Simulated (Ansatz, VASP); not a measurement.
# Ru: VASP beside Ansatz

Contents of INCAR:

```
  ALGO = Normal
  EDIFF = 1E-6
  ENCUT = 500
  GGA = PE
  GGA_COMPAT = False
  ISIF = 2
  ISMEAR = 0
  LASPH = True
  LCHARG = False
  LREAL = False
  LWAVE = False
  NBANDS = 21
  NELM = 120
  PREC = Accurate
  SIGMA = 0.1
```

File KPOINTS:

```
k-points
0
Gamma
  6 6 6
```

Contents of POSCAR:

```
Ru
1.0
    1.6805794631      0.9702830054      2.9257363241
   -1.6805794631      0.9702830054      2.9257363241
    0.0000000000     -1.9405660108      2.9257363241
Ru
2
Direct
    0.2336400000      0.2336400000      0.2336400000
    0.7663600000      0.7663600000      0.7663600000
```

Input for Ansatz:

```yaml
crystal:
  lattice:
    - [1.6805794631, 0.9702830054, 2.9257363241]
    - [-1.6805794631, 0.9702830054, 2.9257363241]
    - [0.0, -1.9405660108, 2.9257363241]
  atoms:
    - { symbol: Ru, position: [0.23364, 0.23364, 0.23364] }
    - { symbol: Ru, position: [0.76636, 0.76636, 0.76636] }
basis:
  ecutwfc: 420
kpoints:
  mp_grid: { grid: [6, 6, 6] }
hamiltonian:
  xc: pbe
scf:
  occupations: { method: gaussian, width: 0.1 }
  lower_state_search: "off"
output:
  forces: true
  stress: true
  eigenvalues: true
```

Alike in both runs: task single point; functional PBE; k mesh 6 × 6 × 6; occupations gaussian, width 0.1 eV; no spin polarisation.

```csv
,VASP,Ansatz
version,VASP 6.6.1,Ansatz 0.2.0
potentials or method,"VASP PAW PBE potentials, release 64 (Ru_pv), cutoff 500 eV","scalar-relativistic, plane waves, PAW"
valence electrons in the cell,28,32
```

```csv
,VASP,Ansatz,Ansatz less VASP
gap on the k mesh at the Fermi level (eV),none,none,-
rms of the force components (eV/Å),1.185,1.128,-0.0568
```

Atom by atom the forces differ by 0.057 eV/Å (rms over components). A gap of «none» marks a metal or a gap that the smearing closes. With one functional, cell and mesh, what is left measures potentials, basis and numerics. VASP's potentials hold 28 valence electrons a cell and Ansatz's 32, so a difference there can come from the potentials and not from the codes.

The k mesh is coarse, so the values compare programs but aren't converged.
